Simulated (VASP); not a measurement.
Here is a VASP 6.6.1 calculation.

POSCAR

```
Ga2O3
1.0
    1.3883852660      0.0000000000     -5.6399772456
    0.0000000000      3.0390611527      0.0000000000
   11.0061364120     -0.3039061153      5.0810446367
Ga O
8 12
Direct
    0.2116800381      0.0840520974      0.8405209738
    0.7616800381      0.5340520974      0.3405209738
    0.6383199619      0.0659479026      0.6594790262
    0.1883199619      0.5159479026      0.1594790262
    0.3033784301      0.0408727875      0.4087278752
    0.7533784301      0.5908727875      0.9087278752
    0.6466215699      0.0091272125      0.0912721248
    0.0966215699      0.5591272125      0.5912721248
   -0.0363648349      0.0914214331      0.9142143310
    0.5136351651      0.5414214331      0.4142143310
    0.8863648349      0.0585785669      0.5857856690
    0.4363648349      0.5085785669      0.0857856690
    0.5174829717      0.0923341998      0.9233419983
    0.0674829717      0.5423341998      0.4233419983
    0.3325170283      0.0576658002      0.5766580017
    0.8825170283      0.5076658002      0.0766580017
    0.2154192676      0.0246285143      0.2462851429
    0.6654192676      0.5746285143      0.7462851429
    0.7345807324      0.0253714857      0.2537148571
    0.1845807324      0.5753714857      0.7537148571
```

The input INCAR.step1:

```
SYSTEM = Ga2O3
PREC = Accurate
ENCUT = 520
ISMEAR = 0
SIGMA = 0.05
LREAL = Auto
LASPH = .TRUE.
NELM = 60
NBANDS = 104
GGA = PE
ALGO = Normal
EDIFF = 1E-4
LWAVE = .TRUE.
LCHARG = .FALSE.
```

INCAR.step2

```
SYSTEM = Ga2O3
PREC = Accurate
ENCUT = 520
EDIFF = 1E-7
ISMEAR = 0
SIGMA = 0.05
LREAL = Auto
LASPH = .TRUE.
NELM = 60
ALGO = Normal
ISIF = 2
LWAVE = .FALSE.
LCHARG = .TRUE.
METAGGA = R2SCAN
LMIXTAU = .TRUE.
LELF = .TRUE.
LVHAR = .TRUE.
NBANDS = 104
ISTART = 1
```

The input KPOINTS:

```
Automatic mesh
0
G
  4 7 2
  0 0 0
```

Potentials or basis: VASP PAW PBE potentials, release 64 (Ga_d, O).

Run with:

```bash
$ cat potpaw_PBE.64/Ga_d/POTCAR potpaw_PBE.64/O/POTCAR > POTCAR
$ cp INCAR.step1 INCAR
$ mpirun -np 1 vasp_std > vasp.out
$ cp INCAR.step2 INCAR
$ mpirun -np 1 vasp_std > vasp.out
```

Q: What does it give for the pressure?

A: 2.6 GPa.

Q: What does it give for the largest force?

A: 1.996 eV/Å.

Q: What does it give for the band gap on the k mesh?

A: 2.62 eV (least direct gap 2.82 eV).

Stress tensor (GPa, compression positive):
```
2.41 3.01 5.29
3.01 2.56 1.43
5.29 1.43 2.80
```

Caveat: the cell differs from its parent crystal (the part above a cut slid along it); the PAW data sets were made with another functional, which shifts forces and pressure a little. A k mesh can miss the band edges.
